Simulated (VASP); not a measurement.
# Au (P6/mmm) in VASP: a series of runs, part 2 of 3

VASP 6.6.1. The steps go on from the part before.

## 3. Single point, PBEsol (18.06 Å³/atom)

This run uses another cell than the first one, of 18.06 Å³/atom.

The input, INCAR:

```
SYSTEM = Au
ALGO     = Normal         ! electronic algorithm
EDIFF    = 1E-6           ! SCF threshold, eV
ENCUT    = 520            ! plane-wave cutoff, eV
GGA      = PS             ! functional
ISIF     = 2              ! what is computed and relaxed
ISMEAR   = -1             ! smearing method
LASPH    = .True.         ! aspherical terms in the spheres
LCHARG   = .True.         ! write CHGCAR
LELF     = .True.         ! ELF
LREAL    = .False.        ! projectors in reciprocal space
LVHAR    = .True.       
LWAVE    = .False.        ! write WAVECAR
NBANDS   = 24             ! bands
NELM     = 100            ! most SCF steps
PREC     = Accurate       ! precision mode
SIGMA    = 0.1            ! smearing width, eV
```

The input, KPOINTS:

```
k-points
0
Gamma
  9 9 13
  0 0 0
```

The input, POSCAR:

```
Au
1.0
    4.7132001495      0.0000000000      0.0000000000
   -2.3566000748      4.0817510626      0.0000000000
    0.0000000000      0.0000000000      2.8166945018
Au
3
Direct
    0.0000000000      1.0000000000      0.0000000000
    0.3333333333      0.6666666667      0.5000000000
    0.6666666667      0.3333333333      0.5000000000
```

Potentials or basis: VASP PAW PBE potentials, release 64 (Au).

Launch:

```bash
$ cat potpaw_PBE.64/Au/POTCAR > POTCAR
$ mpirun -np 1 vasp_std > vasp.out
```

OUTCAR:

```text
SYSTEM = Au
   EDIFF = 1E-6
   ENCUT = 520
   GGA = PS
   ISIF = 2
   ISMEAR = -1
   LASPH = .True.
   LREAL = .False.
   NELM = 100
   PREC = Accurate

 ion  position               nearest neighbor table
   1  0.000  0.000  0.000-   2 3.06   3 3.06   2 3.06   3 3.06   3 3.06   3 3.06   2 3.06   2 3.06
                             3 3.06   3 3.06   2 3.06   2 3.06
   2  0.333  0.667  0.500-   3 2.72   3 2.72   3 2.72   1 3.06   1 3.06   1 3.06   1 3.06   1 3.06
                             1 3.06
   3  0.667  0.333  0.500-   2 2.72   2 2.72   2 2.72   1 3.06   1 3.06   1 3.06   1 3.06   1 3.06
                             1 3.06

  LATTYP: Found a hexagonal cell.
 ALAT       =     4.7132001495
 C/A-ratio  =     0.5976182662

  Lattice vectors:

 A1 = (   4.7132001495,   0.0000000000,   0.0000000000)
 A2 = (  -2.3566000748,   4.0817510626,   0.0000000000)
 A3 = (   0.0000000000,   0.0000000000,   2.8166945018)

Analysis of symmetry for initial positions (statically):
=====================================================================
 Subroutine PRICEL returns:
 Original cell was already a primitive cell.

 Routine SETGRP: Setting up the symmetry group for a
 hexagonal supercell.

[... 163 lines left out ...]
  ---------------------------------------------------
  free energy    TOTEN  =       -11.50904819 eV

  energy without entropy =      -11.47614785  energy(sigma->0) =      -11.49259802

 E-fermi :   8.2902     XC(G=0): -12.5320

 val. band max:        8.2692756985   @ k =   0.3333   0.2222   0.2308
 cond. band min:       8.2909226540   @ k =   0.4444  -0.0000   0.3846
 fundamental gap:      0.0216469555
 Fermi energy:         8.2902476987

 k-point     1 :       0.0000    0.0000    0.0000
  band No.  band energies     occupation
      1      -0.9841      2.00000
      2       1.8754      2.00000
      3       3.0318      2.00000
      4       3.4961      2.00000
      5       3.5838      2.00000
      6       3.5838      2.00000
[... 637 lines left out ...]
     23      22.3414      0.00000
     24      22.7120      0.00000

 [... further k-points ...]
[... 5 lines left out ...]
  --------------------------------------------------------------------------------------
  -------------------------------------------------------------------------------------
  Total       -1.9734834     -1.9734834     -2.2159166      0.0000000      0.0000000     -0.0000000
  in kB      -58.3501413    -58.3501413    -65.5181832      0.0000000      0.0000000     -0.0000000
  external PRESSURE =     -60.7394886 kB  Pullay stress =       0.0000000 kB

 VOLUME and BASIS-vectors are now :
 -----------------------------------------------------------------------------
  energy-cutoff  :      520.00
  volume of cell :       54.19
      direct lattice vectors                 reciprocal lattice vectors
     4.713200150  0.000000000  0.000000000     0.212170069  0.122496446  0.000000000
    -2.356600075  4.081751063  0.000000000     0.000000000  0.244992893  0.000000000
     0.000000000  0.000000000  2.816694502     0.000000000  0.000000000  0.355026077

 POSITION                                       TOTAL-FORCE (eV/Angst)
 -----------------------------------------------------------------------------------
      0.00000      0.00000      0.00000        -0.000000      0.000000      0.000000
     -0.00000      2.72117      1.40835         0.000000      0.000000     -0.000000
      2.35660      1.36058      1.40835        -0.000000     -0.000000      0.000000
 -----------------------------------------------------------------------------------
    total drift:                                0.000000      0.000000     -0.000000

  FREE ENERGIE OF THE ION-ELECTRON SYSTEM (eV)
  ---------------------------------------------------
  free  energy   TOTEN  =       -11.5090481939 eV

  energy  without entropy=      -11.4761478467  energy(sigma->0) =      -11.49259802
```

stdout:

```text
POSCAR found type information on POSCAR Au
 POSCAR found :  1 types and       3 ions
 scaLAPACK will be used
 -----------------------------------------------------------------------------
|                                                                             |
|                                                                             |
|     You enforced a specific xc type in the INCAR file but a different       |
|     I HOPE YOU KNOW WHAT YOU ARE DOING!                                     |
|                                                                             |
 -----------------------------------------------------------------------------

 LDA part: xc-table for (Slater+PW92), standard interpolation
 POSCAR, INCAR and KPOINTS ok, starting setup
 FFT: planning ... GRIDC
 FFT: planning ... GRID_SOFT
 FFT: planning ... GRID
 WAVECAR not read
 entering main loop
```

Wall time 48 s (1 thread of Intel Xeon Platinum 8488C (Sapphire Rapids), shared host); peak memory 0.23 GiB.

What came out:

```
Free energy            : -11.5090 eV
Pressure               : -6.1 GPa
Band gap on the k mesh : zero (an odd number of electrons rules out a gap without spin polarisation)
```

Caveat: the cell stands under tension; the PAW data sets were made with another functional, which shifts forces and pressure a little; spin-orbit coupling is left out, which moves the levels of the heavy elements.

## 4. Single point, PBEsol (18.76 Å³/atom)

This run uses another cell than the first one, of 18.76 Å³/atom.

The input, INCAR:

```
ALGO     = Normal         # electronic algorithm
EDIFF    = 1E-6           # SCF threshold, eV
ENCUT    = 520            # plane-wave cutoff, eV
GGA      = PS             # functional
ISIF     = 2              # what is computed and relaxed
ISMEAR   = -1             # smearing method
LASPH    = True           # aspherical terms in the spheres
LCHARG   = True           # write CHGCAR
LELF     = True           # ELF
LREAL    = False          # projectors in reciprocal space
LVHAR    = True         
LWAVE    = False          # write WAVECAR
NBANDS   = 24             # bands
NELM     = 60             # most SCF steps
PREC     = Accurate       # precision mode
SIGMA    = 0.1            # smearing width, eV
```

The input, KPOINTS:

```
k-points
0
Gamma
  9 9 13
```

The input, POSCAR:

```
Au
1.0
    4.7728672451      0.0000000000      0.0000000000
   -2.3864336226      4.1334242831      0.0000000000
    0.0000000000      0.0000000000      2.8523526480
Au
3
Direct
    0.0000000000      1.0000000000      0.0000000000
    0.3333333333      0.6666666667      0.5000000000
    0.6666666667      0.3333333333      0.5000000000
```

Launch:

```bash
$ cat potpaw_PBE.64/Au/POTCAR > POTCAR
$ mpirun -np 1 vasp_std > vasp.out
```

It took 49 s on 1 thread of Intel Xeon Platinum 8488C (Sapphire Rapids), shared host; peak memory 0.23 GiB.

The run converged. Its results:

| Property | Result |
| --- | --- |
| Free energy | -11.4020 eV |
| Pressure | -10.4 GPa |
| Band gap on the k mesh | zero (an odd number of electrons rules out a gap without spin polarisation) |

Stress tensor (GPa, compression positive):
```
-10.20   0.00   0.00
  0.00 -10.20   0.00
  0.00   0.00 -10.85
```

Levels at points of the mesh, in eV from the Fermi level:
```tsv
k point	band 14	band 15	band 16	band 17	band 18	band 19
(0.00, 0.00, 0.00)	-3.08	-1.71	-1.71	2.63	3.44	5.05
```

Caveat: the cell stands under tension; the PAW data sets were made with another functional, which shifts forces and pressure a little; spin-orbit coupling is left out, which moves the levels of the heavy elements.

## 5. Single point, PBEsol (19.45 Å³/atom)

This run uses another cell than the first one, of 19.45 Å³/atom.

The input, INCAR:

```
SYSTEM = Au
  PREC = Accurate
  ENCUT = 520
  EDIFF = 1E-6
  ISMEAR = -1
  SIGMA = 0.1
  LREAL = .FALSE.
  LASPH = .TRUE.
  NELM = 80
  ALGO = Normal
  ISIF = 2
  LWAVE = .FALSE.
  LCHARG = .FALSE.
  GGA = PS
  NBANDS = 24
```

The input, KPOINTS:

```
Automatic mesh
0
G
  9 9 13
  0 0 0
```

The input, POSCAR:

```
Au
1.0
    4.8310786802      0.0000000000      0.0000000000
   -2.4155393401      4.1838368647      0.0000000000
    0.0000000000      0.0000000000      2.8871408650
Au
3
Direct
    0.0000000000      1.0000000000      0.0000000000
    0.3333333333      0.6666666667      0.5000000000
    0.6666666667      0.3333333333      0.5000000000
```

Potentials or basis: VASP PAW PBE potentials, release 64 (Au).

Launch:

```bash
$ cat potpaw_PBE.64/Au/POTCAR > POTCAR
$ mpirun -np 1 vasp_std > vasp.out
```

OUTCAR:

```text
SYSTEM = Au
   PREC = Accurate
   ENCUT = 520
   EDIFF = 1E-6
   ISMEAR = -1
   LREAL = .FALSE.
   LASPH = .TRUE.
   NELM = 80
   ISIF = 2
   GGA = PS

 ion  position               nearest neighbor table
   1  0.000  0.000  0.000-   2 3.14   3 3.14   2 3.14   3 3.14   2 3.14   2 3.14   3 3.14   3 3.14
                             3 3.14   3 3.14   2 3.14   2 3.14
   2  0.333  0.667  0.500-   3 2.79   3 2.79   3 2.79   1 3.14   1 3.14   1 3.14   1 3.14   1 3.14
                             1 3.14
   3  0.667  0.333  0.500-   2 2.79   2 2.79   2 2.79   1 3.14   1 3.14   1 3.14   1 3.14   1 3.14
                             1 3.14

  LATTYP: Found a hexagonal cell.
 ALAT       =     4.8310786802
 C/A-ratio  =     0.5976182663

  Lattice vectors:

 A1 = (   4.8310786802,   0.0000000000,   0.0000000000)
 A2 = (  -2.4155393401,   4.1838368647,   0.0000000000)
 A3 = (   0.0000000000,   0.0000000000,   2.8871408650)

Analysis of symmetry for initial positions (statically):
=====================================================================
 Subroutine PRICEL returns:
 Original cell was already a primitive cell.

 Routine SETGRP: Setting up the symmetry group for a
 hexagonal supercell.

[... 163 lines left out ...]
  ---------------------------------------------------
  free energy    TOTEN  =       -11.24575693 eV

  energy without entropy =      -11.21198274  energy(sigma->0) =      -11.22886983

 E-fermi :   7.1766     XC(G=0): -12.1031

 val. band max:        7.1730782831   @ k =   0.3333   0.0000   0.2308
 cond. band min:       7.1832920349   @ k =   0.4444   0.0000   0.0000
 fundamental gap:      0.0102137518
 Fermi energy:         7.1765784824

 k-point     1 :       0.0000    0.0000    0.0000
  band No.  band energies     occupation
      1      -1.3779      2.00000
      2       1.3451      2.00000
      3       2.3607      2.00000
      4       2.7768      2.00000
      5       2.8834      2.00000
      6       2.8834      2.00000
[... 637 lines left out ...]
     23      20.9568      0.00000
     24      21.1801      0.00000

 [... further k-points ...]
[... 5 lines left out ...]
  --------------------------------------------------------------------------------------
  -------------------------------------------------------------------------------------
  Total       -4.9083275     -4.9083275     -5.1113246      0.0000000      0.0000000      0.0000000
  in kB     -134.7588478   -134.7588477   -140.3321617      0.0000000      0.0000000      0.0000000
  external PRESSURE =    -136.6166191 kB  Pullay stress =       0.0000000 kB

 VOLUME and BASIS-vectors are now :
 -----------------------------------------------------------------------------
  energy-cutoff  :      520.00
  volume of cell :       58.36
      direct lattice vectors                 reciprocal lattice vectors
     4.831078680  0.000000000  0.000000000     0.206993110  0.119507528  0.000000000
    -2.415539340  4.183836865  0.000000000     0.000000000  0.239015055  0.000000000
     0.000000000  0.000000000  2.887140865     0.000000000  0.000000000  0.346363426

 POSITION                                       TOTAL-FORCE (eV/Angst)
 -----------------------------------------------------------------------------------
      0.00000      0.00000      0.00000        -0.000000     -0.000000      0.000000
     -0.00000      2.78922      1.44357        -0.000000      0.000000     -0.000000
      2.41554      1.39461      1.44357         0.000000     -0.000000      0.000000
 -----------------------------------------------------------------------------------
    total drift:                                0.000000      0.000000     -0.000000

  FREE ENERGIE OF THE ION-ELECTRON SYSTEM (eV)
  ---------------------------------------------------
  free  energy   TOTEN  =       -11.2457569270 eV

  energy  without entropy=      -11.2119827354  energy(sigma->0) =      -11.22886983
```

OSZICAR:

```text
N       E                     dE             d eps       ncg     rms          rms(c)
DAV:   1     0.196386269841E+03    0.19639E+03   -0.16304E+04  4080   0.128E+03
DAV:   2    -0.852586193702E+01   -0.20491E+03   -0.18973E+03  4448   0.288E+02
DAV:   3    -0.122009871380E+02   -0.36751E+01   -0.36467E+01  4712   0.396E+01
DAV:   4    -0.122212513660E+02   -0.20264E-01   -0.20263E-01  4688   0.310E+00
DAV:   5    -0.122214581478E+02   -0.20678E-03   -0.20678E-03  4984   0.343E-01    0.114E+01
DAV:   6    -0.112919845606E+02    0.92947E+00   -0.22212E+00  4384   0.115E+01    0.764E+00
DAV:   7    -0.112523181874E+02    0.39666E-01   -0.10039E-01  4872   0.230E+00    0.417E+00
DAV:   8    -0.112457840953E+02    0.65341E-02   -0.42368E-03  4600   0.485E-01    0.377E-01
DAV:   9    -0.112457409324E+02    0.43163E-04   -0.85122E-05  5024   0.124E-01    0.740E-02
DAV:  10    -0.112457526112E+02   -0.11679E-04   -0.92056E-06  4680   0.230E-02    0.378E-02
DAV:  11    -0.112457570535E+02   -0.44423E-05   -0.23597E-06  4280   0.126E-02    0.248E-03
DAV:  12    -0.112457569270E+02    0.12653E-06   -0.65293E-08  2656   0.280E-03
   1 F= -.11245757E+02 E0= -.11228870E+02  d E =-.337742E-01
```

Wall time 45 s (1 thread of Intel Xeon Platinum 8488C (Sapphire Rapids), shared host); peak memory 0.23 GiB.

Results:

```yaml
Free_energy: -11.2458 eV
Pressure: -13.7 GPa
Band_gap_on_the_k_mesh: zero (an odd number of electrons rules out a gap without spin polarisation)
```

Caveat: the cell stands under tension; the PAW data sets were made with another functional, which shifts forces and pressure a little; spin-orbit coupling is left out, which moves the levels of the heavy elements.

[end of part 2 of 3]
